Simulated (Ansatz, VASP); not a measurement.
## One calculation of MgS, two programs

Contents of INCAR:

```
SYSTEM = MgS
ALGO = Normal ; EDIFF = 1E-8
ENCUT = 520 ; ISIF = 2
ISMEAR = -1 ; LASPH = .TRUE.
LCHARG = .FALSE. ; LEFG = .TRUE.
LREAL = .FALSE. ; LWAVE = .FALSE.
NBANDS = 11 ; NELM = 80
PREC = Accurate ; SIGMA = 0.01
```

The input KPOINTS:

```
k-points
0
G
  8 8 8
  0 0 0
```

Contents of POSCAR:

```
MgS
1.0
    0.0260165000      2.6146582500      2.6146582500
    2.6146582500      0.0260165000      2.6146582500
    2.6146582500      2.6146582500      0.0260165000
Mg S
1 1
Direct
    0.0000000000      0.0000000000      0.0000000000
    0.5000000000      0.5000000000      0.5000000000
```

Input for Ansatz:

```yaml
crystal:
  lattice:
    - [0.0260165, 2.61465825, 2.61465825]
    - [2.61465825, 0.0260165, 2.61465825]
    - [2.61465825, 2.61465825, 0.0260165]
  atoms:
    - { symbol: Mg, position: [0.0, 0.0, 0.0] }
    - { symbol: S, position: [0.5, 0.5, 0.5] }
kpoints:
  mp_grid: { grid: [8, 8, 8] }
scf:
  occupations: { method: fermi_dirac, width: 0.01 }
hamiltonian:
  xc: lda
  pseudopotentials: { kind: all_electron, datasets: crystal }
output:
  forces: true
  stress: true
  eigenvalues: true
  efg: { contact_densities: true }
```

Change from the starting cell: equal xy, yz and zx shear strains of +1 %, crystal datasets.

Alike in both runs: task electric field gradients; functional LDA; k mesh 8 × 8 × 8; occupations fermi-dirac, width 0.01 eV; no spin polarisation.

|  | VASP | Ansatz |
| --- | --- | --- |
| version | VASP 6.6.1 | Ansatz 0.2.0 |
| potentials or method | VASP PAW LDA potentials, release 64 (Mg, S), cutoff 520 eV | all-electron PAW with datasets made for the crystal, scalar-relativistic |

```csv
,VASP,Ansatz,Ansatz less VASP
gap on the k mesh at the Fermi level (eV),2.51,2.51,+0.004
pressure (GPa),-3.8,-3.2,+0.59
"traceless stress, the component that is largest in VASP (GPa)",-0.55,-0.55,-0.001
size of Vzz on the site where it differs most (V/Å²),0.3,0.5,+0.18
```

LDA's correlation is that of Perdew and Zunger in VASP and of Perdew and Wang (1992) in Ansatz. Ansatz ran all-electron here, and VASP with PAW potentials.
